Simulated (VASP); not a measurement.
# TiO2 (P4_2/mnm) in VASP: notebook, part 2 of 2

VASP 6.6.1. Earlier steps stand in the parts before.

## (3) Relaxation of shape and atoms at fixed volume, PBE (10.33 Å³/atom)

This run uses another cell than the first one, of 10.33 Å³/atom.

File INCAR:

```
SYSTEM = TiO2
  ALGO = Normal
  EDIFF = 1E-7
  EDIFFG = -0.01
  ENCUT = 600
  GGA = PE
  IBRION = 2
  ISIF = 4
  ISMEAR = 0
  LASPH = .TRUE.
  LCHARG = .FALSE.
  LREAL = .FALSE.
  LWAVE = .FALSE.
  NELM = 80
  NSW = 50
  PREC = Accurate
  SIGMA = 0.02
```

File KPOINTS:

```
k-points
0
G
  6 6 10
  0 0 0
```

File POSCAR:

```
TiO2
1.0
    4.5963700350      0.0000000000      0.0000000000
    0.0000000000      4.5963700350      0.0000000000
    0.0000000000      0.0000000000      2.9339417759
Ti O
2 4
Direct
    0.0000000000      0.0000000000      0.0000000000
    0.5000000000      0.5000000000      0.5000000000
    0.3051282523      0.3051282523      0.0000000000
    0.1948717477      0.8051282523      0.5000000000
    0.6948717477      0.6948717477      0.0000000000
    0.8051282523      0.1948717477      0.5000000000
```

Potentials or basis: VASP PAW PBE potentials, release 64 (Ti_sv, O).

Command:

```
$ cat potpaw_PBE.64/Ti_sv/POTCAR potpaw_PBE.64/O/POTCAR > POTCAR
$ mpirun -np 1 vasp_std > vasp.out
```

OUTCAR:

```text
SYSTEM = TiO2
   EDIFF = 1E-7
   EDIFFG = -0.01
   ENCUT = 600
   GGA = PE
   IBRION = 2
   ISIF = 4
   ISMEAR = 0
   LASPH = .TRUE.
   LREAL = .FALSE.
   NELM = 80
   NSW = 50
   PREC = Accurate

 ion  position               nearest neighbor table
   1  0.000  0.000  0.000-   4 1.94   6 1.94   4 1.94   6 1.94   5 1.98   3 1.98
   2  0.500  0.500  0.500-   3 1.94   5 1.94   3 1.94   5 1.94   4 1.98   6 1.98
   3  0.305  0.305  0.000-   2 1.94   2 1.94   1 1.98
   4  0.195  0.805  0.500-   1 1.94   1 1.94   2 1.98
   5  0.695  0.695  0.000-   2 1.94   2 1.94   1 1.98
   6  0.805  0.195  0.500-   1 1.94   1 1.94   2 1.98

  LATTYP: Found a simple tetragonal cell.
 ALAT       =     4.5963700350
 C/A-ratio  =     0.6383171402

  Lattice vectors:

 A1 = (   4.5963700350,   0.0000000000,   0.0000000000)
 A2 = (   0.0000000000,   4.5963700350,   0.0000000000)
 A3 = (   0.0000000000,   0.0000000000,   2.9339417759)

Analysis of symmetry for initial positions (statically):
=====================================================================
 Subroutine PRICEL returns:
 Original cell was already a primitive cell.

 Routine SETGRP: Setting up the symmetry group for a
[... 186 lines left out ...]
  --------------------------------------------------------------------------------------
  -------------------------------------------------------------------------------------
  Total        2.7382527      2.7382527      3.6632387     -0.0000000      0.0000000      0.0000000
  in kB       70.7787107     70.7787107     94.6878691     -0.0000000      0.0000000      0.0000000
  external PRESSURE =      78.7484302 kB  Pullay stress =       0.0000000 kB
[... 67 lines left out ...]
--------------------------------------- Ionic step        3  -------------------------------------------

 number of electron      47.9999990 magnetization

 Free energy of the ion-electron system (eV)
  ---------------------------------------------------
  ext. energy  EPLUGINS =         0.00000000
  ---------------------------------------------------
  free energy    TOTEN  =       -53.63624533 eV

  energy without entropy =      -53.63624533  energy(sigma->0) =      -53.63624533

 E-fermi :   5.0540     XC(G=0): -11.4526

 val. band max:        4.9396021189   @ k =   0.0000   0.0000   0.0000
 cond. band min:       6.7825452986   @ k =   0.0000   0.0000   0.0000
 fundamental gap:      1.8429431796
 Fermi energy:         5.0539644913

 k-point     1 :       0.0000    0.0000    0.0000
  band No.  band energies     occupation
      1     -51.9786      2.00000
      2     -51.9608      2.00000
      3     -28.2929      2.00000
      4     -28.2929      2.00000
      5     -28.1237      2.00000
      6     -28.1237      2.00000
[... 733 lines left out ...]
     27       8.0626      0.00000
     28       8.0626      0.00000

 [... further k-points ...]

------------------------ aborting loop because EDIFF is reached ----------------------------------------

  FORCE on cell =-STRESS in cart. coord.  units (eV):
  Direction    XX          YY          ZZ          XY          YZ          ZX
  --------------------------------------------------------------------------------------
  -------------------------------------------------------------------------------------
  Total        2.7133030      2.7133030      2.7868524      0.0000000      0.0000000      0.0000000
  in kB       70.1338065     70.1338065     72.0349218      0.0000000      0.0000000      0.0000000
  external PRESSURE =      70.7675116 kB  Pullay stress =       0.0000000 kB
[... 21 lines left out ...]
  FREE ENERGIE OF THE ION-ELECTRON SYSTEM (eV)
  ---------------------------------------------------
  free  energy   TOTEN  =       -53.6362453262 eV

  energy  without entropy=      -53.6362453262  energy(sigma->0) =      -53.63624533

 reached required accuracy - stopping structural energy minimisation
```

OSZICAR:

```text
N       E                     dE             d eps       ncg     rms          rms(c)
DAV:   1     0.718225665061E+03    0.71823E+03   -0.27466E+04  3360   0.224E+03
DAV:   2     0.649570227269E+02   -0.65327E+03   -0.63066E+03  3520   0.615E+02
DAV:   3    -0.649599611851E+02   -0.12992E+03   -0.12531E+03  5304   0.227E+02
[... 25 lines left out ...]
DAV:   1    -0.536362546213E+02   -0.17198E-04   -0.35994E-03  3472   0.488E-01    0.282E-02
DAV:   2    -0.536362513806E+02    0.32407E-05   -0.10601E-04  3804   0.880E-02    0.178E-02
DAV:   3    -0.536362457345E+02    0.56461E-05   -0.12986E-05  4052   0.331E-02    0.586E-03
DAV:   4    -0.536362453513E+02    0.38325E-06   -0.38127E-06  4336   0.168E-02    0.166E-03
DAV:   5    -0.536362453262E+02    0.25062E-07   -0.34555E-07  3192   0.561E-03
   3 F= -.53636245E+02 E0= -.53636245E+02  d E =-.561771E-02
```

CONTCAR:

```text
TiO2
   1.00000000000000
     4.5854014745911478   -0.0000000000000000    0.0000000000000000
    -0.0000000000000000    4.5854014745911478    0.0000000000000000
     0.0000000000000000    0.0000000000000000    2.9479948996594079
  Ti              O
     2     4
Direct
     0.0000000000000000    0.0000000000000000    0.0000000000000000
     0.5000000000000000    0.5000000000000000    0.5000000000000000
     0.3037493662847515    0.3037493662847515    0.0000000000000000
     0.1962506337152485    0.8037493662847516    0.5000000000000000
     0.6962506337152484    0.6962506337152484    0.0000000000000000
     0.8037493662847516    0.1962506337152485    0.5000000000000000

  0.00000000E+00  0.00000000E+00  0.00000000E+00
  0.00000000E+00  0.00000000E+00  0.00000000E+00
  0.00000000E+00  0.00000000E+00  0.00000000E+00
  0.00000000E+00  0.00000000E+00  0.00000000E+00
  0.00000000E+00  0.00000000E+00  0.00000000E+00
  0.00000000E+00  0.00000000E+00  0.00000000E+00
```

Run time: 6.8 min. Hardware: 1 thread of Intel Xeon 8259CL, shared host; peak memory 0.26 GiB.

Results:

```yaml
Free_energy: -53.6362 eV
Energy_gained_by_relaxing: 0.9 meV/atom
Ionic_steps: 3
Pressure_after_relaxing: 7.1 GPa
Largest_force_after_relaxing: 0.010 eV/Å
Band_gap_on_the_k_mesh: 1.84 eV
```

Forces on the atoms (eV/Å):
```
Ti   0.000  0.000  0.000
Ti   0.000  0.000  0.000
O    0.007  0.007  0.000
O   -0.007  0.007  0.000
O   -0.007 -0.007  0.000
O    0.007 -0.007  0.000
```

Step by step:
```
step  energy change (eV)  largest force (eV/Å)  pressure (GPa)  volume (Å³)
   1              0.0000                0.1926            7.87        61.98
   2             -0.0056                0.0173            7.05        61.98
   3             -0.0056                0.0100            7.08        61.98
```

Final structure:
```
Ti O
1.0
     4.58540    0.00000    0.00000
     0.00000    4.58540    0.00000
     0.00000    0.00000    2.94799
Ti O
2 4
Direct
  0.00000 0.00000 0.00000
  0.50000 0.50000 0.50000
  0.30375 0.30375 0.00000
  0.19625 0.80375 0.50000
  0.69625 0.69625 0.00000
  0.80375 0.19625 0.50000
```

A k mesh can miss the band edges.

## (4) Relaxation of cell and atoms, PBE

This run uses another cell than the first one, of 10.39 Å³/atom.

File INCAR:

```
SYSTEM = TiO2
ALGO     = Normal         ! electronic algorithm
EDIFF    = 1E-7           ! SCF threshold, eV
EDIFFG   = -0.005         ! ionic threshold
ENCUT    = 600            ! plane-wave cutoff, eV
GGA      = PE             ! functional
IBRION   = 2              ! ionic algorithm
ISIF     = 3              ! what is computed and relaxed
ISMEAR   = 0              ! smearing method
LASPH    = .True.         ! aspherical terms in the spheres
LCHARG   = .False.        ! write CHGCAR
LREAL    = .False.        ! projectors in reciprocal space
LWAVE    = .False.        ! write WAVECAR
NELM     = 100            ! most SCF steps
NSW      = 100            ! ionic steps
PREC     = Accurate       ! precision mode
SIGMA    = 0.02           ! smearing width, eV
```

File KPOINTS:

```
k-points
0
Gamma
  6 6 10
  0 0 0
```

File POSCAR:

```
TiO2
1.0
    4.5922000000      0.0000000000      0.0000000000
    0.0000000000      4.5922000000      0.0000000000
    0.0000000000      0.0000000000      2.9574000000
Ti O
2 4
Direct
    0.0000000000      0.0000000000      0.0000000000
    0.5000000000      0.5000000000      0.5000000000
    0.3049600000      0.3049600000      0.0000000000
    0.1950400000      0.8049600000      0.5000000000
    0.6950400000      0.6950400000      0.0000000000
    0.8049600000      0.1950400000      0.5000000000
```

Potentials or basis: VASP PAW PBE potentials, release 64 (Ti_sv, O).

Command:

```
$ cat potpaw_PBE.64/Ti_sv/POTCAR potpaw_PBE.64/O/POTCAR > POTCAR
$ mpirun -np 1 vasp_std > vasp.out
```

OUTCAR:

```text
SYSTEM = TiO2
   EDIFF = 1E-7
   EDIFFG = -0.005
   ENCUT = 600
   GGA = PE
   IBRION = 2
   ISIF = 3
   ISMEAR = 0
   LASPH = .True.
   LREAL = .False.
   NELM = 100
   NSW = 100
   PREC = Accurate

 ion  position               nearest neighbor table
   1  0.000  0.000  0.000-   4 1.95   6 1.95   4 1.95   6 1.95   5 1.98   3 1.98
   2  0.500  0.500  0.500-   3 1.95   5 1.95   3 1.95   5 1.95   4 1.98   6 1.98
   3  0.305  0.305  0.000-   2 1.95   2 1.95   1 1.98
   4  0.195  0.805  0.500-   1 1.95   1 1.95   2 1.98
   5  0.695  0.695  0.000-   2 1.95   2 1.95   1 1.98
   6  0.805  0.195  0.500-   1 1.95   1 1.95   2 1.98

  LATTYP: Found a simple tetragonal cell.
 ALAT       =     4.5922000000
 C/A-ratio  =     0.6440050520

  Lattice vectors:

 A1 = (   4.5922000000,   0.0000000000,   0.0000000000)
 A2 = (   0.0000000000,   4.5922000000,   0.0000000000)
 A3 = (   0.0000000000,   0.0000000000,   2.9574000000)

[... 472 lines left out ...]
  free energy    TOTEN  =       -53.68064305 eV

  energy without entropy =      -53.68064305  energy(sigma->0) =      -53.68064305

 E-fermi :   4.7742     XC(G=0): -11.2763

 val. band max:        4.5640016159   @ k =   0.0000   0.0000   0.0000
 cond. band min:       6.3874659616   @ k =   0.0000   0.0000   0.0000
 fundamental gap:      1.8234643457
 Fermi energy:         4.7741864531

 k-point     1 :       0.0000    0.0000    0.0000
  band No.  band energies     occupation
      1     -52.4084      2.00000
      2     -52.3937      2.00000
      3     -28.6935      2.00000
      4     -28.6935      2.00000
      5     -28.5450      2.00000
      6     -28.5450      2.00000
[... 733 lines left out ...]
     27       7.6194      0.00000
     28       7.6194      0.00000

 [... further k-points ...]

------------------------ aborting loop because EDIFF is reached ----------------------------------------

  FORCE on cell =-STRESS in cart. coord.  units (eV):
  Direction    XX          YY          ZZ          XY          YZ          ZX
  --------------------------------------------------------------------------------------
  -------------------------------------------------------------------------------------
  Total       -0.0061628     -0.0061628      0.0026936     -0.0000000      0.0000000      0.0000000
  in kB       -0.1542541     -0.1542541      0.0674194     -0.0000000      0.0000000      0.0000000
  external PRESSURE =      -0.0803629 kB  Pullay stress =       0.0000000 kB
[... 21 lines left out ...]
  FREE ENERGIE OF THE ION-ELECTRON SYSTEM (eV)
  ---------------------------------------------------
  free  energy   TOTEN  =       -53.6806430546 eV

  energy  without entropy=      -53.6806430546  energy(sigma->0) =      -53.68064305

 reached required accuracy - stopping structural energy minimisation
```

OSZICAR:

```text
N       E                     dE             d eps       ncg     rms          rms(c)
DAV:   1     0.725405636301E+03    0.72541E+03   -0.27266E+04  3360   0.224E+03
DAV:   2     0.655048733132E+02   -0.65990E+03   -0.63973E+03  3584   0.620E+02
DAV:   3    -0.651180975726E+02   -0.13062E+03   -0.12564E+03  5248   0.228E+02
[... 83 lines left out ...]
DAV:   3    -0.536806383163E+02    0.19513E-04   -0.14056E-04  3456   0.773E-02    0.990E-03
DAV:   4    -0.536806393591E+02   -0.10428E-05   -0.28021E-05  4804   0.287E-02    0.792E-03
DAV:   5    -0.536806406242E+02   -0.12650E-05   -0.14951E-06  4192   0.117E-02    0.443E-03
DAV:   6    -0.536806429667E+02   -0.23426E-05   -0.33353E-06  5188   0.728E-03    0.262E-03
DAV:   7    -0.536806430546E+02   -0.87863E-07   -0.91264E-08  2096   0.243E-03
   8 F= -.53680643E+02 E0= -.53680643E+02  d E =-.841780E-05
```

CONTCAR:

```text
TiO2
   1.00000000000000
     4.6449853411862847    0.0000000000000000    0.0000000000000000
     0.0000000000000000    4.6449853411862847    0.0000000000000000
     0.0000000000000000    0.0000000000000000    2.9667566625363491
  Ti              O
     2     4
Direct
     0.0000000000000000    0.0000000000000000    0.0000000000000000
     0.5000000000000000    0.5000000000000000    0.5000000000000000
     0.3049625551666430    0.3049625551666430    0.0000000000000000
     0.1950374448333569    0.8049625551666432    0.5000000000000000
     0.6950374448333568    0.6950374448333568    0.0000000000000000
     0.8049625551666432    0.1950374448333569    0.5000000000000000

  0.00000000E+00  0.00000000E+00  0.00000000E+00
  0.00000000E+00  0.00000000E+00  0.00000000E+00
  0.00000000E+00  0.00000000E+00  0.00000000E+00
  0.00000000E+00  0.00000000E+00  0.00000000E+00
  0.00000000E+00  0.00000000E+00  0.00000000E+00
  0.00000000E+00  0.00000000E+00  0.00000000E+00
```

Run time: 18 min. Hardware: 1 thread of Intel Xeon 8259CL, shared host; peak memory 0.27 GiB.

Results:

```yaml
Free_energy: -53.6806 eV
Relaxed_volume: 10.67 Å³/atom
Relaxed_cell: a = 4.645 Å, b = 4.645 Å, c = 2.967 Å, α = 90.00°, β = 90.00°, γ = 90.00°
Space_group_after_relaxing_to_0.1_Å: P4_2/mnm (No. 136)
Energy_gained_by_relaxing: 5.0 meV/atom
Ionic_steps: 8
Pressure_after_relaxing: 0.0 GPa
Band_gap_on_the_k_mesh: 1.82 eV
```

Forces on the atoms (eV/Å):
```
Ti   0.000  0.000  0.000
Ti   0.000  0.000  0.000
O    0.002  0.002  0.000
O   -0.002  0.002  0.000
O   -0.002 -0.002  0.000
O    0.002 -0.002  0.000
```

The path:
```tsv
step	energy change (eV)	largest force (eV/Å)	pressure (GPa)	volume (Å³)
1	0.0000	0.1241	5.83	62.37
2	0.0143	0.2347	-6.47	65.84
3	-0.0277	0.0461	-0.02	63.89
4	-0.0277	0.0429	0.08	63.86
5	-0.0295	0.0151	0.09	63.94
6	-0.0297	0.0018	0.10	63.98
7	-0.0297	0.0042	-0.11	64.05
8	-0.0298	0.0026	-0.01	64.01
```

Final structure:
```xyz
6
Lattice="4.6450 0.0000 0.0000 0.0000 4.6450 0.0000 0.0000 0.0000 2.9668" Properties=species:S:1:pos:R:3 pbc="T T T"
Ti    0.0000    0.0000    0.0000
Ti    2.3225    2.3225    1.4834
O     1.4165    1.4165    0.0000
O     0.9059    3.7390    1.4834
O     3.2284    3.2284    0.0000
O     3.7390    0.9059    1.4834
```

Levels at points of the mesh, in eV from the valence-band top:
```tsv
k point	band 22	band 23	band 24	band 25	band 26	band 27
(0.00, 0.00, 0.00)	-0.43	-0.43	0.00	1.82	2.10	2.37
(0.50, 0.00, 0.00)	-1.56	-0.71	-0.71	2.47	2.47	2.93
(0.50, 0.50, 0.00)	-1.25	-1.04	-1.04	1.86	1.86	2.47
(0.00, 0.00, 0.50)	-2.23	-1.40	-1.40	2.87	2.87	3.13
(0.50, 0.00, 0.50)	-1.98	-0.99	-0.99	1.87	1.87	3.14
(0.50, 0.50, 0.50)	-1.21	-0.67	-0.67	2.52	2.52	3.13
```

A k mesh can miss the band edges. As with any semilocal functional, this PBE gap is likely too small.

## (5) Summary

```tsv
task	cell	gap on the mesh (eV)	pressure (GPa)
relaxation of shape and atoms at fixed volume	relaxed from a = 4.538, b = 4.538, c = 2.917 Å, 6 atoms, atomic positions A	1.88	15.2
relaxation of shape and atoms at fixed volume	relaxed from a = 4.596, b = 4.596, c = 2.934 Å, 6 atoms, atomic positions B	1.84	7.1
relaxation of cell and atoms	relaxed from a = 4.592, b = 4.592, c = 2.957 Å, 6 atoms, atomic positions C	1.82	0.0
```

Alike in all rows: level PBE; potentials or basis VASP PAW PBE potentials, release 64 (Ti_sv, O); no spin polarisation; k mesh 6 × 6 × 10; cutoff (eV) 600; smearing gaussian 0.02 eV.

Absolute energies hang on the potentials; compare differences alone.
